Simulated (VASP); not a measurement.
# Si2C3 (I4/mmm) in VASP: a series of runs, part 2 of 2

VASP 6.6.1. Earlier steps stand in the parts before.

## (4) Relaxation of cell and atoms, PBE

Contents of INCAR:

```
PREC = Accurate
ENCUT = 600
EDIFF = 1E-7
ISMEAR = 0
SIGMA = 0.1
LREAL = False
LASPH = True
NELM = 100
ALGO = Fast
ISIF = 3
LWAVE = False
LCHARG = False
GGA = PE
IBRION = 2
NSW = 100
EDIFFG = -0.01
```

Contents of KPOINTS:

```
Automatic mesh
0
Gamma
  14 14 14
```

Contents of POSCAR:

```
Si2C3
1.0
   -1.9294706816      1.9294706816      5.0911113746
    1.9294706816     -1.9294706816      5.0911113746
    1.9294706816      1.9294706816     -5.0911113746
Si C
2 3
Direct
    0.5000000000      0.0000000000      0.5000000000
    0.0000000000      0.5000000000      0.5000000000
    0.5000000000      0.5000000000      0.0000000000
    0.9289391098      0.9289391098      0.0000000000
    0.0710608902      0.0710608902      0.0000000000
```

Potentials or basis: VASP PAW PBE potentials, release 64 (Si, C).

The run is started by

```
cat potpaw_PBE.64/Si/POTCAR potpaw_PBE.64/C/POTCAR > POTCAR
mpirun -np 1 vasp_std > vasp.out
```

OUTCAR:

```text
PREC = Accurate
   ENCUT = 600
   EDIFF = 1E-7
   ISMEAR = 0
   LREAL = False
   LASPH = True
   NELM = 100
   ISIF = 3
   GGA = PE
   IBRION = 2
   NSW = 100
   EDIFFG = -0.01

 ion  position               nearest neighbor table
   1  0.500  0.000  0.500-   3 1.93   3 1.93   4 2.06   5 2.06   5 2.06   4 2.06   2 2.73   2 2.73
                             2 2.73   2 2.73
   2  0.000  0.500  0.500-   3 1.93   3 1.93   4 2.06   5 2.06   4 2.06   5 2.06   1 2.73   1 2.73
                             1 2.73   1 2.73
   3  0.500  0.500  0.000-   1 1.93   2 1.93   1 1.93   2 1.93
   4  0.929  0.929  0.000-   5 1.45   2 2.06   1 2.06   1 2.06   2 2.06
   5  0.071  0.071  0.000-   4 1.45   2 2.06   1 2.06   2 2.06   1 2.06

  LATTYP: Found a body centered tetragonal cell.
 ALAT       =     3.8589413632
 C/A-ratio  =     2.6386052005

  Lattice vectors:

 A1 = (  -1.9294706816,   1.9294706816,   5.0911113746)
 A2 = (   1.9294706816,  -1.9294706816,   5.0911113746)
 A3 = (   1.9294706816,   1.9294706816,  -5.0911113746)

Analysis of symmetry for initial positions (statically):
=====================================================================
 Subroutine PRICEL returns:
 Original cell was already a primitive cell.

 Routine SETGRP: Setting up the symmetry group for a
 body centered tetragonal supercell.

 Subroutine GETGRP returns: Found 16 space group operations
 (whereof 16 operations were pure point group operations)
[... 254 lines left out ...]
  ---------------------------------------------------
  ext. energy  EPLUGINS =         0.00000000
  ---------------------------------------------------
  free energy    TOTEN  =       -31.35755422 eV

  energy without entropy =      -31.35237712  energy(sigma->0) =      -31.35496567

 E-fermi :   3.2968     XC(G=0):  -8.7025

 val. band max:        3.2815012505   @ k =   0.3571   0.0714   0.0714
 cond. band min:       3.3016963000   @ k =   0.4286   0.1429  -0.0000
 fundamental gap:      0.0201950496
 Fermi energy:         3.2967710339

 k-point     1 :       0.0000    0.0000    0.0000
  band No.  band energies     occupation
      1     -14.4998      2.00000
      2      -7.9452      2.00000
      3      -4.9728      2.00000
      4      -4.9728      2.00000
      5      -4.3626      2.00000
      6       0.3187      2.00000
      7       0.4816      2.00000
      8       0.8311      2.00000
      9       0.8311      2.00000
     10       2.4232      2.00000
     11       3.8810      0.00000
     12       3.8810      0.00000
     13       6.6818      0.00000
     14       7.1217      0.00000
[... 377 lines left out ...]
      1     -13.9529      2.00000
      2      -9.3746      2.00000
      3      -5.8685      2.00000
      4      -3.8916      2.00000
      5      -3.0008      2.00000
      6      -2.3461      2.00000
      7       0.4867      2.00000
      8       0.5763      2.00000
      9       1.4511      2.00000
     10       2.9154      2.00000
     11       3.5159      0.00195
     12       4.9675      0.00000
     13       8.3868      0.00000
     14       8.5148      0.00000

 [... further k-points ...]

------------------------ aborting loop because EDIFF is reached ----------------------------------------

  FORCE on cell =-STRESS in cart. coord.  units (eV):
  Direction    XX          YY          ZZ          XY          YZ          ZX
  --------------------------------------------------------------------------------------
  -------------------------------------------------------------------------------------
  Total       -0.0458957     -0.0458957     -0.0462194      0.0000000     -0.0000000     -0.0000000
  in kB       -0.9695217     -0.9695217     -0.9763604      0.0000000     -0.0000000     -0.0000000
  external PRESSURE =      -0.9718013 kB  Pullay stress =       0.0000000 kB
[... 20 lines left out ...]
  FREE ENERGIE OF THE ION-ELECTRON SYSTEM (eV)
  ---------------------------------------------------
  free  energy   TOTEN  =       -31.3575542199 eV

  energy  without entropy=      -31.3523771153  energy(sigma->0) =      -31.35496567

 reached required accuracy - stopping structural energy minimisation
```

CONTCAR:

```text
Si2C3
   1.00000000000000
    -1.9295845713598296    1.9295845713598296    5.0925709842839790
     1.9295845713598296   -1.9295845713598296    5.0925709842839790
     1.9295845713598296    1.9295845713598296   -5.0925709842839790
  Si              C
     2     3
Direct
     0.5000000000000000    0.0000000000000000    0.5000000000000000
     0.0000000000000000    0.5000000000000000    0.5000000000000000
     0.5000000000000000    0.5000000000000000    0.0000000000000000
     0.9287732079338156    0.9287732079338156    0.0000000000000000
     0.0712267920661844    0.0712267920661844    0.0000000000000000

  0.00000000E+00  0.00000000E+00  0.00000000E+00
  0.00000000E+00  0.00000000E+00  0.00000000E+00
  0.00000000E+00  0.00000000E+00  0.00000000E+00
  0.00000000E+00  0.00000000E+00  0.00000000E+00
  0.00000000E+00  0.00000000E+00  0.00000000E+00
```

It took 21 min on 1 thread of Oxide Virtual Turin-like, shared host; peak memory 0.48 GiB.

Results:

```
Free energy                           : -31.3576 eV
Relaxed volume                        : 15.17 Å³/atom
Relaxed cell                          : a = 5.778 Å, b = 5.778 Å, c = 5.778 Å, α = 140.98°, β = 140.98°, γ = 56.37°
Space group after relaxing (to 0.1 Å) : I4/mmm (No. 139)
Energy gained by relaxing             : 0.0 meV/atom
Ionic steps                           : 3
Pressure after relaxing               : -0.1 GPa
Largest force after relaxing          : 0.006 eV/Å
Band gap on the k mesh                : zero (bands 10 and 11 overlap by 2.18 eV)
```

Forces in eV/Å, atoms in the order of the input:
```
Si   0.000  0.000  0.000
Si   0.000  0.000  0.000
C    0.000  0.000  0.000
C    0.000  0.000 -0.006
C    0.000  0.000  0.006
```

The path:
| step | energy change (eV) | largest force (eV/Å) | pressure (GPa) | volume (Å³) |
| --- | --- | --- | --- | --- |
| 1 | 0.0000 | 0.0919 | 0.08 | 75.81 |
| 2 | 0.0003 | 0.1281 | -0.38 | 75.89 |
| 3 | -0.0002 | 0.0060 | -0.10 | 75.84 |

Final structure:
```cif
data_structure
_symmetry_space_group_name_H-M 'P 1'
_symmetry_Int_Tables_number 1
_cell_length_a 5.7776
_cell_length_b 5.7776
_cell_length_c 5.7776
_cell_angle_alpha 140.979
_cell_angle_beta 140.979
_cell_angle_gamma 56.369
_cell_volume 75.84
loop_
_atom_site_label
_atom_site_type_symbol
_atom_site_fract_x
_atom_site_fract_y
_atom_site_fract_z
_atom_site_occupancy
Si1 Si 0.50000 0.00000 0.50000 1
Si2 Si 0.00000 0.50000 0.50000 1
C1 C 0.50000 0.50000 0.00000 1
C2 C 0.92877 0.92877 0.00000 1
C3 C 0.07123 0.07123 0.00000 1
```

Levels at points of the mesh, in eV from the Fermi level:
```
           k point  band 7  band 8  band 9  band 10  band 11  band 12  band 13  band 14
(0.00, 0.00, 0.00)   -2.82   -2.47   -2.47    -0.87     0.58     0.58     3.39     3.82
(0.50, 0.00, 0.00)   -5.37   -3.88   -1.68     0.98     1.80     3.55     3.66     3.83
(0.50, 0.50, 0.00)   -1.97   -1.81   -1.53    -1.20    -1.19     5.86     6.30     6.95
(0.50, 0.50, 0.50)   -2.46   -2.46   -2.24    -0.75     0.70     0.70     3.70     3.82
```

The gap in the log of VASP goes by the Fermi energy; the results here count the filled bands.